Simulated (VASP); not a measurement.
# BaBr3 (P6_3/mmc) in VASP: single point with PBE

Aim: the single point of BaBr3 with PBE.

All numbers are computed with VASP 6.6.1; they aren't measurements. Logs are shortened: lines on timing, memory, paths and dates and some standing lists are left out, and cuts for length are marked.

## Step 1: The cell of the first run

Symmetry: P6_3/mmc, No. 194, hexagonal system. The conventional cell has a = 6.873 Å, b = 6.873 Å, c = 6.218 Å, α = 90.00°, β = 90.00°, γ = 120.00°. Ba (site symmetry -6m2) has 12 Br at 3.44 to 3.65 Å within 4.5 Å. Br (site symmetry mm2) has 8 Br at 3.33 to 3.72 Å and 4 Ba at 3.44 to 3.65 Å within 4.4 Å.

## Step 2: Single point, PBE

Input file INCAR:

```
  ALGO = Normal
  EDIFF = 1E-7
  ENCUT = 520
  GGA = PE
  ISIF = 2
  ISMEAR = 0
  LASPH = T
  LCHARG = F
  LREAL = F
  LWAVE = F
  NBANDS = 41
  NELM = 60
  PREC = Accurate
  SIGMA = 0.1
```

Input file KPOINTS:

```
k-points
0
Gamma
  6 6 6
```

Input file POSCAR:

```
BaBr3
1.0
    6.8725576950      0.0000000000      0.0000000000
   -3.4362788475      5.9518095529      0.0000000000
    0.0000000000      0.0000000000      6.2176873880
Ba Br
2 6
Direct
    0.6666666667      0.3333333333      0.2500000000
    0.3333333333      0.6666666667      0.7500000000
    0.3439871657      0.1719935828      0.7500000000
    0.8280064172      0.1719935828      0.7500000000
    0.8280064172      0.6560128343      0.7500000000
    0.6560128343      0.8280064172      0.2500000000
    0.1719935828      0.8280064172      0.2500000000
    0.1719935828      0.3439871657      0.2500000000
```

Potentials or basis: VASP PAW PBE potentials, release 64 (Ba_sv, Br).

Launch:

```
$ cat potpaw_PBE.64/Ba_sv/POTCAR potpaw_PBE.64/Br/POTCAR > POTCAR
$ mpirun -np 1 vasp_std > vasp.out
```

OUTCAR:

```text
EDIFF = 1E-7
   ENCUT = 520
   GGA = PE
   ISIF = 2
   ISMEAR = 0
   LASPH = T
   LREAL = F
   NELM = 60
   PREC = Accurate

 ion  position               nearest neighbor table
   1  0.667  0.333  0.250-   8 3.44   6 3.44   7 3.44   7 3.44   8 3.44   6 3.44   4 3.65   4 3.65
                             3 3.65   3 3.65   5 3.65   5 3.65
   2  0.333  0.667  0.750-   5 3.44   3 3.44   4 3.44   4 3.44   5 3.44   3 3.44   7 3.65   7 3.65
                             6 3.65   6 3.65   8 3.65   8 3.65
   3  0.344  0.172  0.750-   2 3.44   2 3.44   1 3.65   1 3.65
   4  0.828  0.172  0.750-   2 3.44   2 3.44   1 3.65   1 3.65
   5  0.828  0.656  0.750-   2 3.44   2 3.44   1 3.65   1 3.65
   6  0.656  0.828  0.250-   1 3.44   1 3.44   2 3.65   2 3.65
   7  0.172  0.828  0.250-   1 3.44   1 3.44   2 3.65   2 3.65
   8  0.172  0.344  0.250-   1 3.44   1 3.44   2 3.65   2 3.65

  LATTYP: Found a hexagonal cell.
 ALAT       =     6.8725576950
 C/A-ratio  =     0.9047122867

  Lattice vectors:

 A1 = (   6.8725576950,   0.0000000000,   0.0000000000)
 A2 = (  -3.4362788475,   5.9518095529,   0.0000000000)
 A3 = (   0.0000000000,   0.0000000000,   6.2176873880)

Analysis of symmetry for initial positions (statically):
=====================================================================
 Subroutine PRICEL returns:
 Original cell was already a primitive cell.

 Routine SETGRP: Setting up the symmetry group for a
 hexagonal supercell.

 Subroutine GETGRP returns: Found 24 space group operations
 (whereof 12 operations were pure point group operations)
 out of a pool of 24 trial point group operations.

The static configuration has the point symmetry D_3d.
 The point group associated with its full space group is D_6h.

Analysis of symmetry for dynamics (positions and initial velocities):
=====================================================================
 Subroutine PRICEL returns:
 Original cell was already a primitive cell.

 Routine SETGRP: Setting up the symmetry group for a
 hexagonal supercell.

 Subroutine GETGRP returns: Found 24 space group operations
 (whereof 12 operations were pure point group operations)
 out of a pool of 24 trial point group operations.

The dynamic configuration has the point symmetry D_3d.
 The point group associated with its full space group is D_6h.

 Subroutine INISYM returns: Found 24 space group operations
 (whereof 12 operations are pure point group operations),
 and found     1 'primitive' translations

----------------------------------------------------------------------------------------

                                     Primitive cell

  volume of cell :     254.3292

  direct lattice vectors                    reciprocal lattice vectors
     6.872557695  0.000000000  0.000000000     0.145506236  0.084008064  0.000000000
    -3.436278848  5.951809553  0.000000000     0.000000000  0.168016129  0.000000000
     0.000000000  0.000000000  6.217687388     0.000000000  0.000000000  0.160831502

  length of vectors
     6.872557695  6.872557695  6.217687388     0.168016129  0.168016129  0.160831502

  position of ions in fractional coordinates (direct lattice)
     0.666666667  0.333333333  0.250000000
     0.333333333  0.666666667  0.750000000
     0.343987166  0.171993583  0.750000000
     0.828006417  0.171993583  0.750000000
     0.828006417  0.656012834  0.750000000
     0.656012834  0.828006417  0.250000000
     0.171993583  0.828006417  0.250000000
     0.171993583  0.343987166  0.250000000

  ion indices of the primitive-cell ions
   primitive index   ion index
                 1           1
                 2           2
                 3           3
                 4           4
                 5           5
                 6           6
                 7           7
                 8           8

----------------------------------------------------------------------------------------

 KPOINTS: k-points

Automatic generation of k-mesh.
 Grid dimensions read from file:
 generate k-points for:    6    6    6

 Generating k-lattice:

  Cartesian coordinates                     Fractional coordinates (reciprocal lattice)
     0.024251039  0.014001344  0.000000000     0.166666667  0.000000000  0.000000000
     0.000000000  0.028002688  0.000000000     0.000000000  0.166666667  0.000000000
     0.000000000  0.000000000  0.026805250     0.000000000  0.000000000  0.166666667

  Length of vectors
     0.028002688  0.028002688  0.026805250

  Shift w.r.t. Gamma in fractional coordinates (k-lattice)
     0.000000000  0.000000000  0.000000000

 Subroutine IBZKPT returns following result:
 ===========================================

 Found     28 irreducible k-points:

 Following reciprocal coordinates:
            Coordinates               Weight
  0.000000  0.000000  0.000000      1.000000
  0.166667 -0.000000  0.000000      6.000000
  0.333333 -0.000000  0.000000      6.000000
  0.500000 -0.000000  0.000000      3.000000
  0.166667  0.166667  0.000000      6.000000
  0.333333  0.166667  0.000000     12.000000
[... 16 lines left out ...]
  0.166667 -0.000000  0.500000      6.000000
  0.333333 -0.000000  0.500000      6.000000
 [... further k-points ...]
   k-points           NKPTS =     28   k-points in BZ     NKDIM =     28   number of bands    NBANDS=     41
   number of dos      NEDOS =    301   number of ions     NIONS =      8
   total plane-waves  NPLWV = 139968
   dimension x,y,z NGX =    54 NGY =   54 NGZ =   48
   dimension x,y,z NGXF=   108 NGYF=  108 NGZF=   96
   ions per type =               2   6
   NGX,Y,Z   is equivalent  to a cutoff of  13.06, 13.06, 12.83 a.u.
   NGXF,Y,Z  is equivalent  to a cutoff of  26.13, 26.13, 25.67 a.u.
 SYSTEM =  unknown system
   PREC   = accura    normal or accurate (medium, high low for compatibility)
   ISTART =      0    job   : 0-new  1-cont  2-samecut
   ICHARG =      2    charge: 1-file 2-atom 10-const
   ISPIN  =      1    spin polarized calculation?
   LNONCOLLINEAR =      F non collinear calculations
   LSORBIT =      F    spin-orbit coupling
   LASPH  =      T    aspherical Exc in radial PAW
   ENCUT  =  520.0 eV  38.22 Ry    6.18 a.u.  12.78 12.78 11.56*2*pi/ulx,y,z
   NELM   =     60;   NELMIN=  2; NELMDL= -5     # of ELM steps
   EDIFF  = 0.1E-06   stopping-criterion for ELM
   LREAL  =      F    real-space projection
   EDIFFG = 0.1E-05   stopping-criterion for IOM
   NSW    =      0    number of steps for IOM
   IBRION =     -1    ionic relax: 0-MD 1-quasi-New 2-CG
   NFREE  =      0    steps in history (QN), initial steepest desc. (CG)
   ISIF   =      2    stress and relaxation
   ISYM   =      2    0-nonsym 1-usesym 2-fastsym
   POTIM  = 0.5000    time-step for ionic-motion
   TEBEG  =    0.0;   TEEND  =   0.0 temperature during run
   PSTRESS=    0.0 pullay stress
   NELECT =      62.0000    total number of electrons
   NUPDOWN=      -1.0000    fix difference up-down
   EMIN   =  10.00;   EMAX   =-10.00  energy-range for DOS
   EFERMI =   0.00;   METHOD = LEGACY
   ISMEAR =     0;   SIGMA  =   0.10  broadening in eV -4-tet -1-fermi 0-gaus
   EFERMI_NEDOS =   21; number of points for ismear=-14 and -15
   IALGO  =     38    algorithm
   IMIX   =      4    mixing-type and parameters
     AMIX     =   0.40;   BMIX     =  1.00
     AMIX_MAG =   1.60;   BMIX_MAG =  1.00
  volume/ion in A,a.u.               =      31.79       214.54
  Fermi-wavevector in a.u.,A,eV,Ry     =   1.022680  1.932586 14.229998  1.045875
  Thomas-Fermi vector in A             =   2.156373
   LORBIT       =      0    0 simple, 1 ext, 2 COOP (PROOUT), +10 PAW based schemes
   GGA     = PE    functional components
   LHFCALC =     F    Hartree Fock is set to
   AEXX    =    0.0000 exact exchange contribution
   IVDW    =     0    specifies the selected vdW correction
   LEPSILON=     F    determine dielectric tensor
   LRPA    =     F    only Hartree local field effects (RPA)
 non-spin polarized calculation
 Gauss-broadening in eV      SIGMA  =   0.10
  energy-cutoff  :      520.00
  volume of cell :      254.33
 maximum number of plane-waves:      6870
 NGX is ok and might be reduce to    54
   NGX = 25   NGY = 25   NGZ = 23

 number of electron      62.0000009 magnetization

 Free energy of the ion-electron system (eV)
  ---------------------------------------------------
  ext. energy  EPLUGINS =         0.00000000
  ---------------------------------------------------
  free energy    TOTEN  =       -25.11870829 eV

  energy without entropy =      -25.06368329  energy(sigma->0) =      -25.09119579

 E-fermi :   1.1445     XC(G=0):  -8.7171

 val. band max:        1.1443406602   @ k =   0.1667   0.1667   0.3333
 cond. band min:       1.1579006285   @ k =   0.1667   0.1667   0.3333
 fundamental gap:      0.0135599683
 Fermi energy:         1.1444634682

 k-point     1 :       0.0000    0.0000    0.0000
  band No.  band energies     occupation
      1     -25.6806      2.00000
      2     -25.6702      2.00000
      3     -13.0367      2.00000
      4     -12.6218      2.00000
      5     -12.2984      2.00000
      6     -12.2984      2.00000
[... 33 lines left out ...]
     40       6.0921      0.00000
     41       6.1743      0.00000

 k-point     2 :       0.1667   -0.0000    0.0000
  band No.  band energies     occupation
      1     -25.6799      2.00000
      2     -25.6707      2.00000
      3     -13.0229      2.00000
      4     -12.6342      2.00000
      5     -12.3728      2.00000
      6     -12.3449      2.00000
[... 33 lines left out ...]
     40       6.4651      0.00000
     41       6.5407      0.00000

 k-point     3 :       0.3333   -0.0000    0.0000
  band No.  band energies     occupation
      1     -25.6781      2.00000
      2     -25.6721      2.00000
      3     -12.9772      2.00000
      4     -12.7182      2.00000
      5     -12.4198      2.00000
      6     -12.4145      2.00000
[... 875 lines left out ...]
      2     -25.6750      2.00000
      3     -12.8953      2.00000
      4     -12.8953      2.00000
      5     -12.2399      2.00000
      6     -12.2399      2.00000
[... 33 lines left out ...]
     40       6.4140      0.00000
     41       6.5434      0.00000

 k-point    24 :       0.3333   -0.0000    0.5000
  band No.  band energies     occupation
      1     -25.6748      2.00000
      2     -25.6748      2.00000
      3     -12.8691      2.00000
      4     -12.8691      2.00000
      5     -12.3531      2.00000
      6     -12.3531      2.00000
[... 33 lines left out ...]
     40       6.6798      0.00000
     41       7.2811      0.00000

 [... further k-points ...]

------------------------ aborting loop because EDIFF is reached ----------------------------------------

  FORCE on cell =-STRESS in cart. coord.  units (eV):
  Direction    XX          YY          ZZ          XY          YZ          ZX
  --------------------------------------------------------------------------------------
  -------------------------------------------------------------------------------------
  Total        0.5788191      0.5788191      0.2724201      0.0000000      0.0000000      0.0000000
  in kB        3.6463398      3.6463398      1.7161430      0.0000000      0.0000000      0.0000000
  external PRESSURE =       3.0029409 kB  Pullay stress =       0.0000000 kB

 VOLUME and BASIS-vectors are now :
 -----------------------------------------------------------------------------
  energy-cutoff  :      520.00
  volume of cell :      254.33
      direct lattice vectors                 reciprocal lattice vectors
     6.872557695  0.000000000  0.000000000     0.145506236  0.084008064  0.000000000
    -3.436278848  5.951809553  0.000000000     0.000000000  0.168016129  0.000000000
     0.000000000  0.000000000  6.217687388     0.000000000  0.000000000  0.160831502

 POSITION                                       TOTAL-FORCE (eV/Angst)
 -----------------------------------------------------------------------------------
      3.43628      1.98394      1.55442        -0.000000      0.000000      0.000000
     -0.00000      3.96787      4.66327        -0.000000      0.000000      0.000000
      1.77305      1.02367      4.66327        -0.011818     -0.006823     -0.000000
      5.09950      1.02367      4.66327         0.011818     -0.006823      0.000000
      3.43628      3.90446      4.66327        -0.000000      0.013647     -0.000000
      1.66323      4.92814      1.55442         0.011818      0.006823      0.000000
     -1.66323      4.92814      1.55442        -0.011818      0.006823      0.000000
     -0.00000      2.04735      1.55442        -0.000000     -0.013647      0.000000
 -----------------------------------------------------------------------------------
    total drift:                               -0.000000      0.000000      0.000000

  FREE ENERGIE OF THE ION-ELECTRON SYSTEM (eV)
  ---------------------------------------------------
  free  energy   TOTEN  =       -25.1187082937 eV

  energy  without entropy=      -25.0636832932  energy(sigma->0) =      -25.09119579
```

Run time: 4.6 min. Hardware: 1 thread of Intel Xeon Platinum 8124M at 3.00GHz (Skylake/Cascade Lake), shared host; peak memory 0.51 GiB.

What came out:

```
Free energy            : -25.1187 eV
Pressure               : 0.3 GPa
Largest force          : 0.014 eV/Å
Band gap on the k mesh : zero (bands 31 and 32 overlap by 0.59 eV)
```

Forces in eV/Å, atoms in the order of the input:
```
Ba   0.000  0.000  0.000
Ba   0.000  0.000  0.000
Br  -0.012 -0.007  0.000
Br   0.012 -0.007  0.000
Br   0.000  0.014  0.000
Br   0.012  0.007  0.000
Br  -0.012  0.007  0.000
Br   0.000 -0.014  0.000
```

Levels at points of the mesh, in eV from the Fermi level:
| k point | band 29 | band 30 | band 31 | band 32 | band 33 | band 34 |
| --- | --- | --- | --- | --- | --- | --- |
| (0.00, 0.00, 0.00) | 0.21 | 0.21 | 0.21 | 0.21 | 4.28 | 4.28 |
| (0.50, 0.00, 0.00) | -0.74 | -0.33 | -0.10 | 0.15 | 4.68 | 4.79 |
| (0.00, 0.00, 0.50) | 0.19 | 0.19 | 0.19 | 0.19 | 4.13 | 4.13 |
| (0.50, 0.00, 0.50) | -0.65 | -0.65 | -0.02 | -0.02 | 4.82 | 4.82 |

Caveat: spin-orbit coupling is left out, which moves the levels of the heavy elements.
